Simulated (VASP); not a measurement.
Set up this calculation in VASP 6.6.1, as the native input.

```
Task                   : single point
Functional             : r2SCAN
Potentials or basis    : VASP PAW PBE potentials, release 64 (Sn_d, Mg)
Cutoff                 : 660 eV
k mesh                 : 6 × 6 × 6
Occupations            : fermi-dirac, width 0.02 eV
Spin                   : no spin polarisation
Dipole correction      : no
Further INCAR settings : ALGO = Normal; EDIFF = 1e-06; NBANDS = 16
```

The system is Mg2Sn.

```xyz
3
Lattice="0.0000 3.4462 3.4462 3.4462 0.0000 3.4462 3.4462 3.4462 0.0000" Properties=species:S:1:pos:R:3 pbc="T T T"
Sn    0.0000    0.0000    0.0000
Mg    1.7231    1.7231    1.7231
Mg    5.1693    5.1693    5.1693
```

This cell differs from its parent crystal: volume changed by +6%.

These files were run (other wordings do the same):

POSCAR

```
Mg2Sn
1.0
    0.0000000000      3.4462253531      3.4462253531
    3.4462253531      0.0000000000      3.4462253531
    3.4462253531      3.4462253531      0.0000000000
Sn Mg
1 2
Direct
    0.0000000000      0.0000000000      0.0000000000
    0.2500000000      0.2500000000      0.2500000000
    0.7500000000      0.7500000000      0.7500000000
```

INCAR.step1

```
SYSTEM = Mg2Sn
PREC = Accurate
ENCUT = 660
ISMEAR = -1
SIGMA = 0.02
LREAL = .FALSE.
LASPH = .TRUE.
NELM = 120
NBANDS = 16
GGA = PE
ALGO = Normal
EDIFF = 1E-5
LWAVE = .TRUE.
LCHARG = .FALSE.
GGA_COMPAT = .FALSE.
```

INCAR.step2

```
SYSTEM = Mg2Sn
PREC = Accurate
ENCUT = 660
EDIFF = 1E-6
ISMEAR = -1
SIGMA = 0.02
LREAL = .FALSE.
LASPH = .TRUE.
NELM = 120
ALGO = Normal
ISIF = 2
LWAVE = .FALSE.
LCHARG = .FALSE.
METAGGA = R2SCAN
LMIXTAU = .TRUE.
NBANDS = 16
ISTART = 1
GGA_COMPAT = .FALSE.
```

KPOINTS

```
Automatic mesh
0
G
  6 6 6
  0 0 0
```

Potentials or basis: VASP PAW PBE potentials, release 64 (Sn_d, Mg).

The run is started by

```bash
$ cat potpaw_PBE.64/Sn_d/POTCAR potpaw_PBE.64/Mg/POTCAR > POTCAR
$ cp INCAR.step1 INCAR
$ mpirun -np 1 vasp_std > vasp.out
$ cp INCAR.step2 INCAR
$ mpirun -np 1 vasp_std > vasp.out
```

It gave:

```json
{
 "Pressure": "-2.6 GPa",
 "Band gap on the k mesh": "0.07 eV, indirect (least direct gap 1.66 eV)"
}
```

Caveat: the PAW data sets were made with another functional, which shifts forces and pressure a little; spin-orbit coupling is left out, which moves the levels of the heavy elements.

It took 88 s on 1 thread of AMD EPYC 9R45 96-Core Processor (Zen 5), on a shared host, peak memory 0.26 GiB.
